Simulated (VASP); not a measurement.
# MgO (F-43m) in VASP: settings compared, part 2 of 2

VASP 6.6.1.

### Step 3. Single point, PBE0

Input file POSCAR:

```
MgO
1.0
    0.0000000000      2.2820056617      2.2820056617
    2.2820056617      0.0000000000      2.2820056617
    2.2820056617      2.2820056617      0.0000000000
Mg O
1 1
Direct
    0.0000000000      0.0000000000      0.0000000000
    0.2500000000      0.2500000000      0.2500000000
```

Input file INCAR.step1:

```
SYSTEM = MgO
PREC = Accurate
ENCUT = 520
EDIFF = 1E-5
ISMEAR = 0
SIGMA = 0.01
LREAL = .False.
LASPH = .True.
NELM = 100
ALGO = Normal
ISIF = 2
LWAVE = .True.
LCHARG = .False.
GGA = PE
NBANDS = 11
```

Input file INCAR.step2:

```
SYSTEM = MgO
PREC = Accurate
ENCUT = 520
EDIFF = 1E-7
ISMEAR = 0
SIGMA = 0.01
LREAL = .False.
LASPH = .True.
NELM = 100
ALGO = Normal
ISIF = 2
LWAVE = .False.
LCHARG = .False.
GGA = PE
LHFCALC = .True.
AEXX = 0.25
PRECFOCK = Normal
ISTART = 1
NBANDS = 11
```

Input file KPOINTS:

```
regular mesh
0
Gamma
  6 6 6
  0 0 0
```

Potentials or basis: VASP PAW PBE potentials, release 64 (Mg, O).

Started as:

```
$ cat potpaw_PBE.64/Mg/POTCAR potpaw_PBE.64/O/POTCAR > POTCAR
$ cp INCAR.step1 INCAR
$ mpirun -np 1 vasp_std > vasp.out
$ cp INCAR.step2 INCAR
$ mpirun -np 1 vasp_std > vasp.out
```

OUTCAR:

```text
SYSTEM = MgO
   PREC = Accurate
   ENCUT = 520
   EDIFF = 1E-7
   ISMEAR = 0
   LREAL = .False.
   LASPH = .True.
   NELM = 100
   ISIF = 2
   GGA = PE
   LHFCALC = .True.
   AEXX = 0.25
   PRECFOCK = Normal
   ISTART = 1

 ion  position               nearest neighbor table
   1  0.000  0.000  0.000-   2 1.98   2 1.98   2 1.98   2 1.98
   2  0.250  0.250  0.250-   1 1.98   1 1.98   1 1.98   1 1.98

  LATTYP: Found a face centered cubic cell.
 ALAT       =     4.5640113234

  Lattice vectors:

 A1 = (   0.0000000000,   2.2820056617,   2.2820056617)
 A2 = (   2.2820056617,   0.0000000000,   2.2820056617)
 A3 = (   2.2820056617,   2.2820056617,   0.0000000000)

Analysis of symmetry for initial positions (statically):
=====================================================================
 Subroutine PRICEL returns:
 Original cell was already a primitive cell.

 Routine SETGRP: Setting up the symmetry group for a
 face centered cubic supercell.

 Subroutine GETGRP returns: Found 24 space group operations
 (whereof 24 operations were pure point group operations)
 out of a pool of 48 trial point group operations.

The static configuration has the point symmetry T_d .

Analysis of symmetry for dynamics (positions and initial velocities):
=====================================================================
 Subroutine PRICEL returns:
 Original cell was already a primitive cell.

 Routine SETGRP: Setting up the symmetry group for a
 face centered cubic supercell.

 Subroutine GETGRP returns: Found 24 space group operations
 (whereof 24 operations were pure point group operations)
 out of a pool of 48 trial point group operations.

The dynamic configuration has the point symmetry T_d .

 Subroutine INISYM returns: Found 24 space group operations
 (whereof 24 operations are pure point group operations),
 and found     1 'primitive' translations

----------------------------------------------------------------------------------------

                                     Primitive cell

  volume of cell :      23.7673

  direct lattice vectors                    reciprocal lattice vectors
     0.000000000  2.282005662  2.282005662    -0.219105504  0.219105504  0.219105504
     2.282005662  0.000000000  2.282005662     0.219105504 -0.219105504  0.219105504
     2.282005662  2.282005662  0.000000000     0.219105504  0.219105504 -0.219105504

  length of vectors
     3.227243356  3.227243356  3.227243356     0.379501865  0.379501865  0.379501865

  position of ions in fractional coordinates (direct lattice)
     0.000000000  0.000000000  0.000000000
     0.250000000  0.250000000  0.250000000

  ion indices of the primitive-cell ions
   primitive index   ion index
                 1           1
                 2           2

----------------------------------------------------------------------------------------

 KPOINTS: regular mesh

Automatic generation of k-mesh.
 Grid dimensions read from file:
 generate k-points for:    6    6    6

 Generating k-lattice:

[... 37 lines left out ...]
   dimension x,y,z NGX =    24 NGY =   24 NGZ =   24
   dimension x,y,z NGXF=    48 NGYF=   48 NGZF=   48
   ions per type =               1   1
   NGX,Y,Z   is equivalent  to a cutoff of  12.36, 12.36, 12.36 a.u.
   NGXF,Y,Z  is equivalent  to a cutoff of  24.73, 24.73, 24.73 a.u.
 SYSTEM =  MgO
   PREC   = accura    normal or accurate (medium, high low for compatibility)
   ISTART =      1    job   : 0-new  1-cont  2-samecut
   ICHARG =      0    charge: 1-file 2-atom 10-const
   ISPIN  =      1    spin polarized calculation?
   LNONCOLLINEAR =      F non collinear calculations
   LSORBIT =      F    spin-orbit coupling
   LASPH  =      T    aspherical Exc in radial PAW
   ENCUT  =  520.0 eV  38.22 Ry    6.18 a.u.   6.00  6.00  6.00*2*pi/ulx,y,z
   NELM   =    100;   NELMIN=  2; NELMDL=  0     # of ELM steps
   EDIFF  = 0.1E-06   stopping-criterion for ELM
   LREAL  =      F    real-space projection
   EDIFFG = 0.1E-05   stopping-criterion for IOM
   NSW    =      0    number of steps for IOM
   IBRION =     -1    ionic relax: 0-MD 1-quasi-New 2-CG
   NFREE  =      0    steps in history (QN), initial steepest desc. (CG)
   ISIF   =      2    stress and relaxation
   ISYM   =      3    0-nonsym 1-usesym 2-fastsym
   POTIM  = 0.5000    time-step for ionic-motion
   TEBEG  =    0.0;   TEEND  =   0.0 temperature during run
   PSTRESS=    0.0 pullay stress
   NELECT =       8.0000    total number of electrons
   NUPDOWN=      -1.0000    fix difference up-down
   EMIN   =  10.00;   EMAX   =-10.00  energy-range for DOS
   EFERMI =   0.00;   METHOD = LEGACY
   ISMEAR =     0;   SIGMA  =   0.01  broadening in eV -4-tet -1-fermi 0-gaus
   EFERMI_NEDOS =   21; number of points for ismear=-14 and -15
   IALGO  =     38    algorithm
   IMIX   =      1    mixing-type and parameters
     AMIX     =   0.40;   BMIX     =  1.00
     AMIX_MAG =   1.60;   BMIX_MAG =  1.00
  volume/ion in A,a.u.               =      11.88        80.19
  Fermi-wavevector in a.u.,A,eV,Ry     =   1.138793  2.152007 17.644708  1.296849
  Thomas-Fermi vector in A             =   2.275497
   LORBIT       =      0    0 simple, 1 ext, 2 COOP (PROOUT), +10 PAW based schemes
   GGA     = PE    functional components
   LHFCALC =     T    Hartree Fock is set to
   PRECFOCK=normal    Normal, Fast or Accurate (Low or Medium for compatibility)
   ENCUT4O =  -1.0   cutoff for four orbital integrals eV
   NKREDX  =     1    reduce k-point grid by
   NKREDY  =     1    reduce k-point grid by
   NKREDZ  =     1    reduce k-point grid by
   AEXX    =    0.2500 exact exchange contribution
   HFSCREEN=    0.0000 screening length (either q_TF or 0.3 A-1)
   HFSCREENC=   0.0000 screening length for correlation (either q_TF or 0.3 A-1)
   ENCUTFOCK=  -1.0 apply spherical cutoff to Coloumb kernel
   IVDW    =     0    specifies the selected vdW correction
   LEPSILON=     F    determine dielectric tensor
   LRPA    =     F    only Hartree local field effects (RPA)
 non-spin polarized calculation
 Gauss-broadening in eV      SIGMA  =   0.01
  energy-cutoff  :      520.00
  volume of cell :       23.77
 maximum number of plane-waves:       650
  NGX = 20; NGY = 20; NGZ = 20

 number of electron       8.0000007 magnetization

 Free energy of the ion-electron system (eV)
  ---------------------------------------------------
  ext. energy  EPLUGINS =         0.00000000
  ---------------------------------------------------
  free energy    TOTEN  =       -14.51757974 eV

  energy without entropy =      -14.51757974  energy(sigma->0) =      -14.51757974

 E-fermi :  -0.7312     XC(G=0):  -7.6311

 val. band max:       -0.8584450522   @ k =   0.0000   0.0000   0.0000
 cond. band min:       5.1127155634   @ k =   0.0000   0.0000   0.0000
 fundamental gap:      5.9711606156
 Fermi energy:        -0.7312449565

 k-point     1 :       0.0000    0.0000    0.0000
  band No.  band energies     occupation
      1     -18.2550      2.00000
      2      -0.8584      2.00000
      3      -0.8584      2.00000
      4      -0.8584      2.00000
      5       5.1127      0.00000
      6      18.7380      0.00000
      7      18.7380      0.00000
      8      18.7380      0.00000
      9      22.3341      0.00000
     10      22.3341      0.00000
     11      22.4069      0.00000
[... 197 lines left out ...]
 k-point    16 :      -0.3333    0.5000    0.1667
  band No.  band energies     occupation
      1     -17.3359      2.00000
      2      -3.1507      2.00000
      3      -2.2043      2.00000
      4      -1.9114      2.00000
      5       8.8566      0.00000
      6      13.3960      0.00000
      7      16.0665      0.00000
      8      16.5341      0.00000
      9      20.5737      0.00000
     10      24.8782      0.00000
     11      26.1381      0.00000

------------------------ aborting loop because EDIFF is reached ----------------------------------------

  FORCE on cell =-STRESS in cart. coord.  units (eV):
  Direction    XX          YY          ZZ          XY          YZ          ZX
  --------------------------------------------------------------------------------------
  -------------------------------------------------------------------------------------
  Total       -0.0279471     -0.0279471     -0.0279471      0.0000000      0.0000000      0.0000000
  in kB       -1.8839427     -1.8839427     -1.8839427      0.0000000      0.0000000      0.0000000
  external PRESSURE =      -1.8839427 kB  Pullay stress =       0.0000000 kB

 VOLUME and BASIS-vectors are now :
 -----------------------------------------------------------------------------
  energy-cutoff  :      520.00
  volume of cell :       23.77
      direct lattice vectors                 reciprocal lattice vectors
     0.000000000  2.282005662  2.282005662    -0.219105504  0.219105504  0.219105504
     2.282005662  0.000000000  2.282005662     0.219105504 -0.219105504  0.219105504
     2.282005662  2.282005662  0.000000000     0.219105504  0.219105504 -0.219105504

 POSITION                                       TOTAL-FORCE (eV/Angst)
 -----------------------------------------------------------------------------------
      0.00000      0.00000      0.00000         0.000000      0.000000      0.000000
      1.14100      1.14100      1.14100        -0.000000     -0.000000     -0.000000
 -----------------------------------------------------------------------------------
    total drift:                               -0.000001     -0.000001     -0.000001

  FREE ENERGIE OF THE ION-ELECTRON SYSTEM (eV)
  ---------------------------------------------------
  free  energy   TOTEN  =       -14.5175797369 eV

  energy  without entropy=      -14.5175797369  energy(sigma->0) =      -14.51757974
```

Wall time 11 min (1 thread of Intel Xeon Platinum 8259CL at 2.50GHz (Skylake/Cascade Lake), shared host); peak memory 0.16 GiB.

Results:

```yaml
Free_energy: -14.5176 eV
Pressure: -0.2 GPa
Band_gap_on_the_k_mesh: 5.97 eV
```

Levels at points of the mesh, in eV from the valence-band top:
```tsv
k point	band 2	band 3	band 4	band 5	band 6	band 7
(0.00, 0.00, 0.00)	0.00	0.00	0.00	5.97	19.60	19.60
(0.50, 0.00, 0.00)	-3.25	-0.22	-0.22	11.36	12.37	17.31
(0.50, 0.50, 0.00)	-2.70	-0.82	-0.82	8.63	14.18	17.09
```

Caveat: the structure was generated, so it needn't be the stable form of MgO; the PAW data sets were made with another functional, which shifts forces and pressure a little.

### Step 4. Single point, HF

POSCAR is that of step 3.

Input file INCAR.step1:

```
PREC = Accurate ; ENCUT = 520
EDIFF = 1E-5 ; ISMEAR = 0
SIGMA = 0.01 ; LREAL = False
LASPH = True ; NELM = 80
ALGO = Normal ; ISIF = 2
LWAVE = True ; LCHARG = False
NBANDS = 11 ; GGA = PE
```

Input file INCAR.step2:

```
PREC = Accurate ; ENCUT = 520
EDIFF = 1E-6 ; ISMEAR = 0
SIGMA = 0.01 ; LREAL = False
LASPH = True ; NELM = 80
ALGO = Normal ; ISIF = 2
LWAVE = False ; LCHARG = False
GGA = PE ; LHFCALC = True
AEXX = 1.0 ; ALDAC = 0.0
AGGAC = 0.0 ; PRECFOCK = Normal
NBANDS = 11 ; ISTART = 1
```

Input file KPOINTS:

```
regular mesh
0
Gamma
  6 6 6
```

Potentials or basis: VASP PAW PBE potentials, release 64 (Mg, O).

Started as:

```
$ cat potpaw_PBE.64/Mg/POTCAR potpaw_PBE.64/O/POTCAR > POTCAR
$ cp INCAR.step1 INCAR
$ mpirun -np 1 vasp_std > vasp.out
$ cp INCAR.step2 INCAR
$ mpirun -np 1 vasp_std > vasp.out
```

OUTCAR:

```text
PREC = Accurate
   ENCUT = 520
   EDIFF = 1E-6
   ISMEAR = 0
   LREAL = False
   LASPH = True
   NELM = 80
   ISIF = 2
   GGA = PE
   LHFCALC = True
   AEXX = 1.0
   PRECFOCK = Normal
   ISTART = 1

 ion  position               nearest neighbor table
   1  0.000  0.000  0.000-   2 1.98   2 1.98   2 1.98   2 1.98
   2  0.250  0.250  0.250-   1 1.98   1 1.98   1 1.98   1 1.98

  LATTYP: Found a face centered cubic cell.
 ALAT       =     4.5640113234

  Lattice vectors:

 A1 = (   0.0000000000,   2.2820056617,   2.2820056617)
 A2 = (   2.2820056617,   0.0000000000,   2.2820056617)
 A3 = (   2.2820056617,   2.2820056617,   0.0000000000)

Analysis of symmetry for initial positions (statically):
=====================================================================
 Subroutine PRICEL returns:
 Original cell was already a primitive cell.

 Routine SETGRP: Setting up the symmetry group for a
 face centered cubic supercell.

 Subroutine GETGRP returns: Found 24 space group operations
 (whereof 24 operations were pure point group operations)
 out of a pool of 48 trial point group operations.

The static configuration has the point symmetry T_d .

Analysis of symmetry for dynamics (positions and initial velocities):
=====================================================================
 Subroutine PRICEL returns:
 Original cell was already a primitive cell.

 Routine SETGRP: Setting up the symmetry group for a
 face centered cubic supercell.

 Subroutine GETGRP returns: Found 24 space group operations
 (whereof 24 operations were pure point group operations)
 out of a pool of 48 trial point group operations.

The dynamic configuration has the point symmetry T_d .

 Subroutine INISYM returns: Found 24 space group operations
 (whereof 24 operations are pure point group operations),
 and found     1 'primitive' translations

----------------------------------------------------------------------------------------

[... 118 lines left out ...]
   ENCUTFOCK=  -1.0 apply spherical cutoff to Coloumb kernel
   IVDW    =     0    specifies the selected vdW correction
   LEPSILON=     F    determine dielectric tensor
   LRPA    =     F    only Hartree local field effects (RPA)
 non-spin polarized calculation
 Gauss-broadening in eV      SIGMA  =   0.01
  energy-cutoff  :      520.00
  volume of cell :       23.77
 maximum number of plane-waves:       650
  NGX = 20; NGY = 20; NGZ = 20

 number of electron       8.0000007 magnetization

 Free energy of the ion-electron system (eV)
  ---------------------------------------------------
  ext. energy  EPLUGINS =         0.00000000
  ---------------------------------------------------
  free energy    TOTEN  =       -21.52482488 eV

  energy without entropy =      -21.52482488  energy(sigma->0) =      -21.52482488

 E-fermi :  -4.6756     XC(G=0):   0.0000

 val. band max:       -4.7384797155   @ k =   0.0000   0.0000   0.0000
 cond. band min:       8.9803493749   @ k =   0.0000   0.0000   0.0000
 fundamental gap:     13.7188290903
 Fermi energy:        -4.6756391304

 k-point     1 :       0.0000    0.0000    0.0000
  band No.  band energies     occupation
      1     -26.3686      2.00000
      2      -4.7385      2.00000
      3      -4.7385      2.00000
      4      -4.7385      2.00000
      5       8.9803      0.00000
      6      23.4177      0.00000
      7      23.4177      0.00000
      8      23.4177      0.00000
      9      27.2843      0.00000
     10      27.2911      0.00000
     11      27.2911      0.00000
[... 197 lines left out ...]
 k-point    16 :      -0.3333    0.5000    0.1667
  band No.  band energies     occupation
      1     -25.3377      2.00000
      2      -7.3679      2.00000
      3      -6.3087      2.00000
      4      -5.9282      2.00000
      5      12.8026      0.00000
      6      17.9203      0.00000
      7      21.2742      0.00000
      8      21.3178      0.00000
      9      25.6701      0.00000
     10      30.0204      0.00000
     11      31.7759      0.00000

------------------------ aborting loop because EDIFF is reached ----------------------------------------

  FORCE on cell =-STRESS in cart. coord.  units (eV):
  Direction    XX          YY          ZZ          XY          YZ          ZX
  --------------------------------------------------------------------------------------
  -------------------------------------------------------------------------------------
  Total       -0.1137127     -0.1137127     -0.1137127     -0.0000000      0.0000000      0.0000000
  in kB       -7.6654827     -7.6654827     -7.6654827     -0.0000000      0.0000000      0.0000000
  external PRESSURE =      -7.6654827 kB  Pullay stress =       0.0000000 kB

 VOLUME and BASIS-vectors are now :
 -----------------------------------------------------------------------------
  energy-cutoff  :      520.00
  volume of cell :       23.77
      direct lattice vectors                 reciprocal lattice vectors
     0.000000000  2.282005662  2.282005662    -0.219105504  0.219105504  0.219105504
     2.282005662  0.000000000  2.282005662     0.219105504 -0.219105504  0.219105504
     2.282005662  2.282005662  0.000000000     0.219105504  0.219105504 -0.219105504

 POSITION                                       TOTAL-FORCE (eV/Angst)
 -----------------------------------------------------------------------------------
      0.00000      0.00000      0.00000        -0.000000     -0.000000     -0.000000
      1.14100      1.14100      1.14100         0.000000      0.000000      0.000000
 -----------------------------------------------------------------------------------
    total drift:                               -0.000000     -0.000001     -0.000000

  FREE ENERGIE OF THE ION-ELECTRON SYSTEM (eV)
  ---------------------------------------------------
  free  energy   TOTEN  =       -21.5248248820 eV

  energy  without entropy=      -21.5248248820  energy(sigma->0) =      -21.52482488
```

OUTCAR.step1:

```text
PREC = Accurate
   ENCUT = 520
   EDIFF = 1E-5
   ISMEAR = 0
   LREAL = False
[... 435 lines left out ...]
      0.00000      0.00000      0.00000         0.000000      0.000000      0.000000
      1.14100      1.14100      1.14100        -0.000000     -0.000000     -0.000000
 -----------------------------------------------------------------------------------
    total drift:                               -0.000001     -0.000001     -0.000001

  FREE ENERGIE OF THE ION-ELECTRON SYSTEM (eV)
  ---------------------------------------------------
  free  energy   TOTEN  =       -11.6931150176 eV

  energy  without entropy=      -11.6931150176  energy(sigma->0) =      -11.69311502
```

OSZICAR.step1:

```text
N       E                     dE             d eps       ncg     rms          rms(c)
DAV:   1     0.171821275060E+02    0.17182E+02   -0.42136E+03   384   0.615E+02
DAV:   2    -0.129810705775E+02   -0.30163E+02   -0.29542E+02   405   0.136E+02
DAV:   3    -0.138698177612E+02   -0.88875E+00   -0.88805E+00   451   0.215E+01
DAV:   4    -0.138724292957E+02   -0.26115E-02   -0.26115E-02   382   0.131E+00
DAV:   5    -0.138724398229E+02   -0.10527E-04   -0.10527E-04   423   0.789E-02    0.833E+00
DAV:   6    -0.117266799325E+02    0.21458E+01   -0.13539E+01   394   0.192E+01    0.277E+00
DAV:   7    -0.116980389193E+02    0.28641E-01   -0.11696E-01   388   0.266E+00    0.153E+00
DAV:   8    -0.116939598728E+02    0.40790E-02   -0.47186E-02   382   0.240E+00    0.355E-01
DAV:   9    -0.116932400693E+02    0.71980E-03   -0.69375E-04   408   0.184E-01    0.239E-01
DAV:  10    -0.116931089735E+02    0.13110E-03   -0.16616E-03   388   0.298E-01    0.118E-02
DAV:  11    -0.116931150176E+02   -0.60440E-05   -0.16682E-05   406   0.270E-02
   1 F= -.11693115E+02 E0= -.11693115E+02  d E =-.339559E-60
```

It took 17 min on 1 thread of Intel Xeon Platinum 8259CL at 2.50GHz (Skylake/Cascade Lake), shared host; peak memory 0.16 GiB.

What came out:

```yaml
Free_energy: -21.5248 eV
Pressure: -0.8 GPa
Band_gap_on_the_k_mesh: 13.72 eV
```

Caveat: the structure was generated, so it needn't be the stable form of MgO; the PAW data sets were made with another functional, which shifts forces and pressure a little.

### Step 5. Overview

| level | share of exact exchange | screening parameter | gap on the mesh (eV) | pressure (GPa) |
| --- | --- | --- | --- | --- |
| HSE06 | 0.25 | 0.2079 1/Å | 5.24 | -0.1 |
| PBE0 | 0.25 | - | 5.97 | -0.2 |
| HF | 1 | - | 13.72 | -0.8 |

Alike in all rows: task single point; potentials or basis VASP PAW PBE potentials, release 64 (Mg, O); no spin polarisation; cell as given; k mesh 6 × 6 × 6; cutoff (eV) 520; smearing gaussian 0.01 eV.

On the cell as given the gap runs from 5.24 eV (HSE06) to 13.72 eV (HF). The pressure there spans -0.8 GPa (HF) to -0.1 GPa (HSE06); a positive pressure means that this level wants a larger cell, a negative one a smaller.

Caveats: the structure was generated, so it needn't be the stable form of MgO; the PAW data sets were made with another functional, which shifts forces and pressure a little.

Absolute energies hang on the potentials; compare differences alone.
